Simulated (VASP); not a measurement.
# ZnO (P6_3mc) in VASP: a series of runs

ZnO is run at these levels: r2SCAN; tasks: single point.

Everything below comes from runs of VASP 6.6.1. Logs are shortened: lines on timing, memory, paths and dates and some standing lists are left out, and cuts for length are marked.

### Step 1. The cell of the first run

Symmetry: P6_3mc, No. 186, hexagonal system. Conventional cell: a = 3.235 Å, b = 3.235 Å, c = 5.003 Å, α = 90.00°, β = 90.00°, γ = 120.00°. Within 2.6 Å of Zn (site symmetry 3m) lie 4 O at 1.94 to 1.96 Å. Within 2.6 Å of O (site symmetry 3m) lie 4 Zn at 1.94 to 1.96 Å.

### Step 2. Single point, r2SCAN (uniaxial z strain -4.0%)

Input file POSCAR:

```
ZnO
1.0
    3.2353408669      0.0000000000      0.0000000000
   -1.6176704335      2.8018873806      0.0000000000
    0.0000000000      0.0000000000      5.0025137583
Zn O
2 2
Direct
    0.3333333333      0.6666666667     -0.0083871209
    0.6666666667      0.3333333333      0.4916128791
    0.3333333333      0.6666666667      0.3833871209
    0.6666666667      0.3333333333      0.8833871209
```

Input file INCAR.step1:

```
SYSTEM = ZnO
PREC = Accurate
ENCUT = 520
ISMEAR = 0
SIGMA = 0.01
LREAL = .False.
LASPH = .True.
NELM = 80
NBANDS = 26
GGA = PE
ALGO = Normal
EDIFF = 1E-4
LWAVE = .True.
LCHARG = .False.
```

Input file INCAR.step2:

```
SYSTEM = ZnO
PREC = Accurate
ENCUT = 520
EDIFF = 1E-7
ISMEAR = 0
SIGMA = 0.01
LREAL = .False.
LASPH = .True.
NELM = 80
ALGO = Normal
ISIF = 2
LWAVE = .False.
LCHARG = .False.
METAGGA = R2SCAN
LMIXTAU = .True.
NBANDS = 26
ISTART = 1
```

Input file KPOINTS:

```
regular mesh
0
Gamma
  12 12 6
  0 0 0
```

Potentials or basis: VASP PAW PBE potentials, release 64 (Zn, O).

On the command line:

```bash
> cat potpaw_PBE.64/Zn/POTCAR potpaw_PBE.64/O/POTCAR > POTCAR
> cp INCAR.step1 INCAR
> mpirun -np 1 vasp_std > vasp.out
> cp INCAR.step2 INCAR
> mpirun -np 1 vasp_std > vasp.out
```

OUTCAR:

```text
SYSTEM = ZnO
   PREC = Accurate
   ENCUT = 520
   EDIFF = 1E-7
   ISMEAR = 0
   LREAL = .False.
   LASPH = .True.
   NELM = 80
   ISIF = 2
   METAGGA = R2SCAN
   ISTART = 1

 ion  position               nearest neighbor table
   1  0.333  0.667  0.992-   4 1.94   4 1.94   4 1.94   3 1.96
   2  0.667  0.333  0.492-   3 1.94   3 1.94   3 1.94   4 1.96
   3  0.333  0.667  0.383-   2 1.94   2 1.94   2 1.94   1 1.96
   4  0.667  0.333  0.883-   1 1.94   1 1.94   1 1.94   2 1.96

  LATTYP: Found a hexagonal cell.
 ALAT       =     3.2353408669
 C/A-ratio  =     1.5462091829

  Lattice vectors:

 A1 = (   3.2353408669,   0.0000000000,   0.0000000000)
 A2 = (  -1.6176704335,   2.8018873806,   0.0000000000)
 A3 = (   0.0000000000,   0.0000000000,   5.0025137583)

Analysis of symmetry for initial positions (statically):
=====================================================================
 Subroutine PRICEL returns:
 Original cell was already a primitive cell.

 Routine SETGRP: Setting up the symmetry group for a
 hexagonal supercell.

 Subroutine GETGRP returns: Found 12 space group operations
 (whereof  6 operations were pure point group operations)
 out of a pool of 24 trial point group operations.

The static configuration has the point symmetry C_3v.
 The point group associated with its full space group is C_6v.

Analysis of symmetry for dynamics (positions and initial velocities):
=====================================================================
 Subroutine PRICEL returns:
 Original cell was already a primitive cell.

 Routine SETGRP: Setting up the symmetry group for a
 hexagonal supercell.

 Subroutine GETGRP returns: Found 12 space group operations
 (whereof  6 operations were pure point group operations)
 out of a pool of 24 trial point group operations.

The dynamic configuration has the point symmetry C_3v.
 The point group associated with its full space group is C_6v.

 Subroutine INISYM returns: Found 12 space group operations
 (whereof  6 operations are pure point group operations),
 and found     1 'primitive' translations

----------------------------------------------------------------------------------------

                                     Primitive cell

  volume of cell :      45.3481

[... 84 lines left out ...]
   ISTART =      1    job   : 0-new  1-cont  2-samecut
   ICHARG =      0    charge: 1-file 2-atom 10-const
   ISPIN  =      1    spin polarized calculation?
   LNONCOLLINEAR =      F non collinear calculations
   LSORBIT =      F    spin-orbit coupling
   LASPH  =      T    aspherical Exc in radial PAW
   ENCUT  =  520.0 eV  38.22 Ry    6.18 a.u.   6.02  6.02  9.30*2*pi/ulx,y,z
   NELM   =     80;   NELMIN=  2; NELMDL=  0     # of ELM steps
   EDIFF  = 0.1E-06   stopping-criterion for ELM
   LREAL  =      F    real-space projection
   EDIFFG = 0.1E-05   stopping-criterion for IOM
   NSW    =      0    number of steps for IOM
   IBRION =     -1    ionic relax: 0-MD 1-quasi-New 2-CG
   NFREE  =      0    steps in history (QN), initial steepest desc. (CG)
   ISIF   =      2    stress and relaxation
   ISYM   =      2    0-nonsym 1-usesym 2-fastsym
   POTIM  = 0.5000    time-step for ionic-motion
   TEBEG  =    0.0;   TEEND  =   0.0 temperature during run
   PSTRESS=    0.0 pullay stress
   NELECT =      36.0000    total number of electrons
   NUPDOWN=      -1.0000    fix difference up-down
   EMIN   =  10.00;   EMAX   =-10.00  energy-range for DOS
   EFERMI =   0.00;   METHOD = LEGACY
   ISMEAR =     0;   SIGMA  =   0.01  broadening in eV -4-tet -1-fermi 0-gaus
   EFERMI_NEDOS =   21; number of points for ismear=-14 and -15
   IALGO  =     38    algorithm
   IMIX   =      4    mixing-type and parameters
     AMIX     =   0.40;   BMIX     =  1.00
     AMIX_MAG =   1.60;   BMIX_MAG =  1.00
  volume/ion in A,a.u.               =      11.34        76.51
  Fermi-wavevector in a.u.,A,eV,Ry     =   1.515849  2.864540 31.263450  2.297799
  Thomas-Fermi vector in A             =   2.625318
   LORBIT       =      0    0 simple, 1 ext, 2 COOP (PROOUT), +10 PAW based schemes
   METAGGA = R2SCAN    functional components
   LHFCALC =     F    Hartree Fock is set to
   AEXX    =    0.0000 exact exchange contribution
   IVDW    =     0    specifies the selected vdW correction
   LEPSILON=     F    determine dielectric tensor
   LRPA    =     F    only Hartree local field effects (RPA)
 non-spin polarized calculation
 Gauss-broadening in eV      SIGMA  =   0.01
  energy-cutoff  :      520.00
  volume of cell :       45.35
 maximum number of plane-waves:      1248
   NGX = 13   NGY = 13   NGZ = 19

 number of electron      36.0000029 magnetization

 Free energy of the ion-electron system (eV)
  ---------------------------------------------------
  ext. energy  EPLUGINS =         0.00000000
  ---------------------------------------------------
  free energy    TOTEN  =       -36.25201579 eV

  energy without entropy =      -36.25201579  energy(sigma->0) =      -36.25201579

 E-fermi :   1.3716     XC(G=0): -11.9465

 val. band max:        1.2841085196   @ k =   0.0000   0.0000   0.0000
 cond. band min:       2.6226515743   @ k =   0.0000   0.0000   0.0000
 fundamental gap:      1.3385430548
 Fermi energy:         1.3715895651

 k-point     1 :       0.0000    0.0000    0.0000
  band No.  band energies     occupation
      1     -18.1804      2.00000
      2     -17.3597      2.00000
      3      -4.7956      2.00000
      4      -4.7956      2.00000
      5      -4.6227      2.00000
      6      -4.6131      2.00000
[... 685 lines left out ...]
     25      15.8361      0.00000
     26      16.3954      0.00000

 [... further k-points ...]
[... 5 lines left out ...]
  --------------------------------------------------------------------------------------
  -------------------------------------------------------------------------------------
  Total        1.8283704      1.8283704      2.8349010     -0.0000000      0.0000000      0.0000000
  in kB       64.5975065     64.5975065    100.1588831     -0.0000000      0.0000000      0.0000000
  external PRESSURE =      76.4512987 kB  Pullay stress =       0.0000000 kB

 VOLUME and BASIS-vectors are now :
 -----------------------------------------------------------------------------
  energy-cutoff  :      520.00
  volume of cell :       45.35
      direct lattice vectors                 reciprocal lattice vectors
     3.235340867  0.000000000  0.000000000     0.309086443  0.178451141  0.000000000
    -1.617670434  2.801887381  0.000000000     0.000000000  0.356902282  0.000000000
     0.000000000  0.000000000  5.002513758     0.000000000  0.000000000  0.199899500

 POSITION                                       TOTAL-FORCE (eV/Angst)
 -----------------------------------------------------------------------------------
     -0.00000      1.86792      4.96056        -0.000000     -0.000000     -0.001028
      1.61767      0.93396      2.45930        -0.000000      0.000000     -0.001028
     -0.00000      1.86792      1.91790         0.000000     -0.000000      0.001028
      1.61767      0.93396      4.41916         0.000000     -0.000000      0.001028
 -----------------------------------------------------------------------------------
    total drift:                                0.000001      0.000002      0.008359

  FREE ENERGIE OF THE ION-ELECTRON SYSTEM (eV)
  ---------------------------------------------------
  free  energy   TOTEN  =       -36.2520157930 eV

  energy  without entropy=      -36.2520157930  energy(sigma->0) =      -36.25201579
```

Run time: 7 min. Hardware: 1 thread of Intel Xeon 8259CL, shared host; peak memory 0.22 GiB.

What came out:

- Free energy: -36.2520 eV
- Pressure: 7.6 GPa
- Band gap on the k mesh: 1.34 eV

Levels at points of the mesh, in eV from the valence-band top:
```tsv
k point	band 15	band 16	band 17	band 18	band 19	band 20	band 21	band 22
(0.00, 0.00, 0.00)	-0.86	-0.15	0.00	0.00	1.34	5.87	9.35	13.55
(0.50, 0.00, 0.00)	-2.93	-2.55	-1.29	-1.01	6.60	7.35	8.48	9.37
(0.00, 0.00, 0.50)	-0.42	-0.42	-0.42	-0.42	4.11	4.11	11.26	11.26
(0.50, 0.00, 0.50)	-1.72	-1.72	-1.30	-1.30	6.40	6.40	9.42	9.42
```

Caveat: the cell differs from its parent crystal (uniaxial z strain -4.0%); the cell stands under pressure; the PAW data sets were made with another functional, which shifts forces and pressure a little.

### Step 3. Single point, r2SCAN (uniaxial z strain -3.0%)

Input file POSCAR:

```
ZnO
1.0
    3.2353408669      0.0000000000      0.0000000000
   -1.6176704335      2.8018873806      0.0000000000
    0.0000000000      0.0000000000      5.0546232766
Zn O
2 2
Direct
    0.3333333333      0.6666666667     -0.0066953031
    0.6666666667      0.3333333333      0.4933046969
    0.3333333333      0.6666666667      0.3816953031
    0.6666666667      0.3333333333      0.8816953031
```

Input file INCAR.step1:

```
  PREC = Accurate
  ENCUT = 520
  ISMEAR = 0
  SIGMA = 0.01
  LREAL = False
  LASPH = True
  NELM = 100
  NBANDS = 26
  GGA = PE
  ALGO = Normal
  EDIFF = 1E-4
  LWAVE = True
  LCHARG = False
```

Input file INCAR.step2:

```
  PREC = Accurate
  ENCUT = 520
  EDIFF = 1E-6
  ISMEAR = 0
  SIGMA = 0.01
  LREAL = False
  LASPH = True
  NELM = 100
  ALGO = Normal
  ISIF = 2
  LWAVE = False
  LCHARG = False
  METAGGA = R2SCAN
  LMIXTAU = True
  NBANDS = 26
  ISTART = 1
```

Input file KPOINTS:

```
regular mesh
0
Gamma
  12 12 6
```

Potentials or basis: VASP PAW PBE potentials, release 64 (Zn, O).

On the command line:

```bash
> cat potpaw_PBE.64/Zn/POTCAR potpaw_PBE.64/O/POTCAR > POTCAR
> cp INCAR.step1 INCAR
> mpirun -np 1 vasp_std > vasp.out
> cp INCAR.step2 INCAR
> mpirun -np 1 vasp_std > vasp.out
```

It took 5.1 min on 1 thread of Intel Xeon 8259CL, shared host; peak memory 0.22 GiB.

The run converged. Its results:

* Free energy: -36.2782 eV
* Pressure: 5.8 GPa
* Largest force: 0.012 eV/Å
* Band gap on the k mesh: 1.31 eV

Forces on the atoms (eV/Å):
```
Zn   0.000  0.000 -0.012
Zn   0.000  0.000 -0.012
O    0.000  0.000  0.012
O    0.000  0.000  0.012
```

Stress tensor (GPa, compression positive):
```
4.86 0.00 0.00
0.00 4.86 0.00
0.00 0.00 7.66
```

Levels at points of the mesh, in eV from the valence-band top:
```csv
k point,band 14,band 15,band 16,band 17,band 18,band 19,band 20,band 21,band 22,band 23
"(0.00, 0.00, 0.00)",-0.85,-0.85,-0.12,0.00,0.00,1.31,5.87,9.21,13.59,13.59
"(0.50, 0.00, 0.00)",-3.73,-2.91,-2.50,-1.29,-0.97,6.56,7.36,8.38,9.36,11.76
"(0.00, 0.00, 0.50)",-2.20,-0.42,-0.42,-0.42,-0.42,4.07,4.07,11.15,11.15,13.89
"(0.50, 0.00, 0.50)",-3.83,-1.68,-1.68,-1.33,-1.33,6.36,6.36,9.36,9.36,12.11
```

Caveat: the cell differs from its parent crystal (uniaxial z strain -3.0%); the cell stands under pressure; the PAW data sets were made with another functional, which shifts forces and pressure a little.
